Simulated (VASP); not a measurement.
# Co (Fm-3m) in VASP: further runs, part 2 of 2

VASP 6.6.1.

### 3 Single point, PBE, non-collinear spin, typed start, spin-orbit coupling

INCAR

```
PREC = Accurate
ENCUT = 520
EDIFF = 1E-7
ISMEAR = -1
SIGMA = 0.08
LREAL = F
LASPH = T
NELM = 150
ALGO = Normal
ISIF = 2
LWAVE = F
LCHARG = T
LNONCOLLINEAR = T
MAGMOM = 0 0 2
LORBIT = 11
LSORBIT = T
GGA_COMPAT = F
LORBMOM = T
LMAXMIX = 4
GGA = PE
LVHAR = T
NBANDS = 20
```

KPOINTS

```
Automatic mesh
0
Gamma
  16 16 16
```

POSCAR

```
Co
1.0
    0.0000000000      1.7957000000      1.7957000000
    1.7957000000      0.0000000000      1.7957000000
    1.7957000000      1.7957000000      0.0000000000
Co
1
Direct
    0.0000000000      0.0000000000      0.0000000000
```

Potentials or basis: VASP PAW PBE potentials, release 64 (Co).

On the command line:

```console
> cat potpaw_PBE.64/Co/POTCAR > POTCAR
> mpirun -np 1 vasp_ncl > vasp.out
```

OUTCAR:

```text
PREC = Accurate
   ENCUT = 520
   EDIFF = 1E-7
   ISMEAR = -1
   LREAL = F
   LASPH = T
   NELM = 150
   ISIF = 2
   LNONCOLLINEAR = T
   LORBIT = 11
   LSORBIT = T
   GGA = PE

 ion  position               nearest neighbor table
   1  0.000  0.000  0.000-

  LATTYP: Found a face centered cubic cell.
 ALAT       =     3.5914000000

  Lattice vectors:

 A1 = (   0.0000000000,   1.7957000000,   1.7957000000)
 A2 = (   1.7957000000,   0.0000000000,   1.7957000000)
 A3 = (   1.7957000000,   1.7957000000,   0.0000000000)

Analysis of symmetry for initial positions (statically):
=====================================================================
 Subroutine PRICEL returns:
 Original cell was already a primitive cell.

 Routine SETGRP: Setting up the symmetry group for a
 face centered cubic supercell.

 Subroutine GETGRP returns: Found 48 space group operations
 (whereof 48 operations were pure point group operations)
 out of a pool of 48 trial point group operations.

The static configuration has the point symmetry O_h .

Analysis of symmetry for dynamics (positions and initial velocities):
=====================================================================
 Subroutine PRICEL returns:
 Original cell was already a primitive cell.

 Routine SETGRP: Setting up the symmetry group for a
 face centered cubic supercell.

 Subroutine GETGRP returns: Found 48 space group operations
 (whereof 48 operations were pure point group operations)
 out of a pool of 48 trial point group operations.

The dynamic configuration has the point symmetry O_h .

Analysis of structural, dynamic, and magnetic symmetry:
=====================================================================
 Subroutine PRICEL returns:
 Original cell was already a primitive cell.

 Routine SETGRP: Setting up the symmetry group for a
 face centered cubic supercell.

 Subroutine GETGRP returns: Found  8 space group operations
 (whereof  8 operations were pure point group operations)
 out of a pool of 48 trial point group operations.

The overall configuration has the point symmetry C_4h.

 Subroutine INISYM returns: Found  8 space group operations
 (whereof  8 operations are pure point group operations),
 and found     1 'primitive' translations

----------------------------------------------------------------------------------------

                                     Primitive cell

  volume of cell :      11.5806

  direct lattice vectors                    reciprocal lattice vectors
     0.000000000  1.795700000  1.795700000    -0.278442947  0.278442947  0.278442947
     1.795700000  0.000000000  1.795700000     0.278442947 -0.278442947  0.278442947
     1.795700000  1.795700000  0.000000000     0.278442947  0.278442947 -0.278442947

  length of vectors
     2.539503294  2.539503294  2.539503294     0.482277331  0.482277331  0.482277331

  position of ions in fractional coordinates (direct lattice)
     0.000000000  0.000000000  0.000000000
[... 97 lines left out ...]
  volume/ion in A,a.u.               =      11.58        78.15
  Fermi-wavevector in a.u.,A,eV,Ry     =   1.505146  2.844313 30.823505  2.265464
  Thomas-Fermi vector in A             =   2.616033
   LORBIT       =     11    0 simple, 1 ext, 2 COOP (PROOUT), +10 PAW based schemes
   GGA     = PE    functional components
   LHFCALC =     F    Hartree Fock is set to
   AEXX    =    0.0000 exact exchange contribution
   IVDW    =     0    specifies the selected vdW correction
   LEPSILON=     F    determine dielectric tensor
   LRPA    =     F    only Hartree local field effects (RPA)
  energy-cutoff  :      520.00
  volume of cell :       11.58
 maximum number of plane-waves:       662
   NGX =  9   NGY =  9   NGZ =  9

 number of electron       9.0000006 magnetization      -0.0000000      0.0000000      1.6870803

 number of electron       9.0000006 magnetization      -0.0000000     -0.0000000      1.6870661

 number of electron       9.0000006 magnetization       0.0000000      0.0000000      1.6870584

 Free energy of the ion-electron system (eV)
  ---------------------------------------------------
  ext. energy  EPLUGINS =         0.00000000
  ---------------------------------------------------
  free energy    TOTEN  =        -7.01364497 eV

  energy without entropy =       -6.98669006  energy(sigma->0) =       -7.00016752

 E-fermi :   9.4752     XC(G=0): -13.0262

 val. band max:        9.4644490188   @ k =  -0.0625   0.0625   0.1875
 cond. band min:       9.4759401797   @ k =   0.2500   0.0625  -0.1875
 fundamental gap:      0.0114911609
 Fermi energy:         9.4752319637

 k-point     1 :       0.0000    0.0000    0.0000
  band No.  band energies     occupation
      1       0.8241      1.00000
      2       0.8281      1.00000
      3       6.7864      1.00000
      4       6.8158      1.00000
      5       6.8597      1.00000
      6       7.7178      1.00000
[... 541 lines left out ...]
     19      33.8082      0.00000
     20      34.1486      0.00000

 [... further k-points ...]

------------------------ aborting loop because EDIFF is reached ----------------------------------------

  FORCE on cell =-STRESS in cart. coord.  units (eV):
  Direction    XX          YY          ZZ          XY          YZ          ZX
  --------------------------------------------------------------------------------------
  -------------------------------------------------------------------------------------
  Total       -0.7908894     -0.7908894     -0.7910861     -0.0000001      0.0000000      0.0000000
  in kB     -109.4195617   -109.4195617   -109.4467841     -0.0000113      0.0000000      0.0000000
  external PRESSURE =    -109.4286359 kB  Pullay stress =       0.0000000 kB

 VOLUME and BASIS-vectors are now :
 -----------------------------------------------------------------------------
  energy-cutoff  :      520.00
  volume of cell :       11.58
      direct lattice vectors                 reciprocal lattice vectors
     0.000000000  1.795700000  1.795700000    -0.278442947  0.278442947  0.278442947
     1.795700000  0.000000000  1.795700000     0.278442947 -0.278442947  0.278442947
     1.795700000  1.795700000  0.000000000     0.278442947  0.278442947 -0.278442947

 POSITION                                       TOTAL-FORCE (eV/Angst)
 -----------------------------------------------------------------------------------
      0.00000      0.00000      0.00000         0.000000      0.000000      0.000000
 -----------------------------------------------------------------------------------
    total drift:                                0.000000     -0.000000      0.000000

  FREE ENERGIE OF THE ION-ELECTRON SYSTEM (eV)
  ---------------------------------------------------
  free  energy   TOTEN  =        -7.0136449741 eV

  energy  without entropy=       -6.9866900628  energy(sigma->0) =       -7.00016752

 orbital moment (x)

 # of ion     p       d       tot
 ----------------------------------------
  1        -0.000   0.000   0.000
 ----------------------------------------
           -0.000   0.000   0.000

 orbital moment (y)

 # of ion     p       d       tot
 ----------------------------------------
  1         0.000   0.000   0.000
 ----------------------------------------
            0.000   0.000   0.000

 orbital moment (z)

 # of ion     p       d       tot
 ----------------------------------------
  1         0.001   0.084   0.084
 ----------------------------------------
            0.001   0.084   0.084

 Spin-Orbit-Coupling matrix elements

 Ion:    1  E_soc:     -0.0163184
 l=   1
     0.0000000    -0.0003441    -0.0003429
    -0.0003441     0.0000000    -0.0003441
    -0.0003429    -0.0003441     0.0000000
 l=   2
     0.0000000    -0.0003573     0.0000000    -0.0003573    -0.0021010
    -0.0003573     0.0000000    -0.0014519    -0.0004401    -0.0004844
     0.0000000    -0.0014519     0.0000000    -0.0014519     0.0000000
    -0.0003573    -0.0004401    -0.0014519     0.0000000    -0.0004844
    -0.0021010    -0.0004844     0.0000000    -0.0004844     0.0000000
 l=   3
     0.0000000     0.0000000     0.0000000     0.0000000     0.0000000     0.0000000     0.0000000
     0.0000000     0.0000000     0.0000000     0.0000000     0.0000000     0.0000000     0.0000000
     0.0000000     0.0000000     0.0000000     0.0000000     0.0000000     0.0000000     0.0000000
     0.0000000     0.0000000     0.0000000     0.0000000     0.0000000     0.0000000     0.0000000
     0.0000000     0.0000000     0.0000000     0.0000000     0.0000000     0.0000000     0.0000000
     0.0000000     0.0000000     0.0000000     0.0000000     0.0000000     0.0000000     0.0000000
     0.0000000     0.0000000     0.0000000     0.0000000     0.0000000     0.0000000     0.0000000

 total charge

# of ion       s       p       d       tot
------------------------------------------
    1        0.465   0.471   7.217   8.152

 magnetization (x)

# of ion       s       p       d       tot
------------------------------------------
    1        0.000   0.000   0.000   0.000

 magnetization (y)

# of ion       s       p       d       tot
------------------------------------------
    1        0.000   0.000   0.000   0.000

 magnetization (z)

# of ion       s       p       d       tot
------------------------------------------
    1       -0.012  -0.048   1.775   1.716
```

OSZICAR:

```text
N       E                     dE             d eps       ncg     rms          rms(c)
DAV:   1     0.433887313929E+02    0.43389E+02   -0.38202E+03 23328   0.116E+03
DAV:   2    -0.568763755881E+01   -0.49076E+02   -0.44117E+02 22696   0.215E+02
DAV:   3    -0.801772939690E+01   -0.23301E+01   -0.22363E+01 24792   0.571E+01
DAV:   4    -0.805772416326E+01   -0.39995E-01   -0.39944E-01 27392   0.654E+00
[... 39 lines left out ...]
DAV:  44    -0.701364547049E+01   -0.32794E-06   -0.27894E-06 22256   0.251E-02    0.137E-03
DAV:  45    -0.701364516204E+01    0.30845E-06   -0.37598E-06 22228   0.288E-02    0.109E-03
DAV:  46    -0.701364510249E+01    0.59543E-07   -0.43557E-06 22268   0.303E-02    0.105E-03
DAV:  47    -0.701364497251E+01    0.12998E-06   -0.13086E-06 22252   0.165E-02    0.962E-04
DAV:  48    -0.701364497407E+01   -0.15532E-08   -0.87842E-07 22260   0.132E-02
   1 F= -.70136450E+01 E0= -.70001675E+01  d E =-.269549E-01  mag=     0.0000     0.0000     1.6871
```

stdout:

```text
POSCAR found type information on POSCAR Co
 POSCAR found :  1 types and       1 ions
 scaLAPACK will be used
 LDA part: xc-table for (Slater+PW92), standard interpolation
 POSCAR, INCAR and KPOINTS ok, starting setup
 FFT: planning ... GRIDC
 FFT: planning ... GRID_SOFT
 FFT: planning ... GRID
 WAVECAR not read
 entering main loop
```

Run time: 16 min. Hardware: 1 thread of Intel Xeon Platinum 8259CL at 2.50GHz (Skylake/Cascade Lake), shared host; peak memory 0.32 GiB.

Results:

```
Free energy                                           : -7.0136 eV
Pressure                                              : -10.9 GPa
Net moment                                            : 1.69 μB per cell
Valence electrons inside the program's atomic spheres : Co 8.15
```

Moments on the atoms (μB; x, y, z):
```
Co  0.00 0.00 1.72
```

Caveat: the cell stands under tension.
